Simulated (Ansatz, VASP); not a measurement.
**SnO: VASP beside Ansatz**

```
CELL_PARAMETERS angstrom
3.80200 -0.01901 -0.01901
-0.01901 3.80200 -0.01901
-0.02418 -0.02418 4.83600
ATOMIC_POSITIONS crystal
Sn 0.00000 0.50000 0.23850
Sn 0.50000 0.00000 0.76150
O 0.00000 0.00000 0.00000
O 0.50000 0.50000 0.00000
```

Change from the starting cell: equal xy, yz and zx shear strains of -1 %, PAW files.

Alike in both runs: task electric field gradients; functional PBEsol; k mesh 8 × 8 × 6; occupations fermi-dirac, width 0.01 eV; no spin polarisation.

|  | VASP | Ansatz |
| --- | --- | --- |
| version | VASP 6.6.1 | Ansatz 0.2.0 |
| potentials or method | VASP PAW PBE potentials, release 64 (Sn_d, O) | PAW with Ansatz's default frozen-core files, scalar-relativistic |
| plane-wave cutoff (eV) | 520 | 420 |
| valence electrons in the cell | 40 | 40 |

Ansatz gave:

```
pressure (GPa)                                                : 0.0
traceless stress, the component that is largest in VASP (GPa) : 0.83
rms of the force components (eV/Å)                            : 0.048
size of Vzz on the site where it differs most (V/Å²)          : 170.6
```

Question: What did VASP give for the same quantities?

Answer: Pressure (GPa): 0.2; traceless stress, the component that is largest in VASP (GPa): 0.83; rms of the force components (eV/Å): 0.074; size of Vzz on the site where it differs most (V/Å²): 162.1.

VASP's potentials were made for PBE, not for PBEsol. Atom by atom the forces differ by 0.034 eV/Å (rms over components). The functional is the same, so the differences come from potentials, cutoffs and numerics.
